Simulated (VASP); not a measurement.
Here is a VASP 6.6.1 calculation.

Contents of INCAR:

```
PREC = Accurate
ENCUT = 520
EDIFF = 1E-6
ISMEAR = -1
SIGMA = 0.08
LREAL = False
LASPH = True
NELM = 80
ALGO = Normal
ISIF = 2
LWAVE = False
LCHARG = False
NBANDS = 15
```

Contents of KPOINTS:

```
regular mesh
0
Gamma
  12 12 12
```

The input POSCAR:

```
Al2Pt
1.0
    0.0000000000      2.9938860383      2.9938860383
    2.9938860383      0.0000000000      2.9938860383
    2.9938860383      2.9938860383      0.0000000000
Al Pt
2 1
Direct
    0.2500000000      0.2500000000      0.2500000000
    0.7500000000      0.7500000000      0.7500000000
    0.0000000000      0.0000000000      0.0000000000
```

Potentials or basis: VASP PAW LDA potentials, release 64 (Al, Pt).

Command:

```sh
$ cat potpaw_LDA.64/Al/POTCAR potpaw_LDA.64/Pt/POTCAR > POTCAR
$ mpirun -np 1 vasp_std > vasp.out
```

Question: Predict the band gap on the k mesh.

Answer: Zero (band 8 reaches 11.05 eV, above the bottom of band 9 at 5.74 eV).

Question: What does it give for the pressure?

Answer: -8.2 GPa.

Caveat: spin-orbit coupling is left out, which moves the levels of the heavy elements.
